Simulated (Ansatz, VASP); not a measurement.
## MgO: VASP beside Ansatz

```
Mg O
1.0
     3.41231    0.00000    0.00000
    -1.70616    2.95515    0.00000
     0.00000    0.00000    5.21508
Mg O
2 2
Direct
  0.33333 0.66667 0.02223
  0.66667 0.33333 0.52223
  0.33333 0.66667 0.38237
  0.66667 0.33333 0.88237
```

Alike in both runs: task single point; functional PBE; k mesh 9 × 9 × 6; occupations gaussian, width 0.02 eV; no spin polarisation.

|  | VASP | Ansatz |
| --- | --- | --- |
| version | VASP 6.6.1 | Ansatz 0.2.0 |
| potentials or method | VASP PAW PBE potentials, release 64 (Mg, O), cutoff 520 eV | scalar-relativistic, plane waves, PAW |
| valence electrons in the cell | 16 | 32 |

Ansatz gave:

- gap on the k mesh at the Fermi level (eV): 3.21
- least direct gap on the mesh (eV): 3.21
- pressure (GPa): -4.8
- traceless stress, the component that is largest in VASP (GPa): 11.31
- rms of the force components (eV/Å): 0.873

Task: Estimate VASP's values.

Result: gap on the k mesh at the Fermi level (eV): 3.19; least direct gap on the mesh (eV): 3.19; pressure (GPa): -5.2; traceless stress, the component that is largest in VASP (GPa): 11.48; rms of the force components (eV/Å): 0.882.

Atom by atom the forces differ by 0.009 eV/Å (rms over components). VASP's potentials hold 16 valence electrons a cell and Ansatz's 32, so a difference there can come from the potentials and not from the codes.
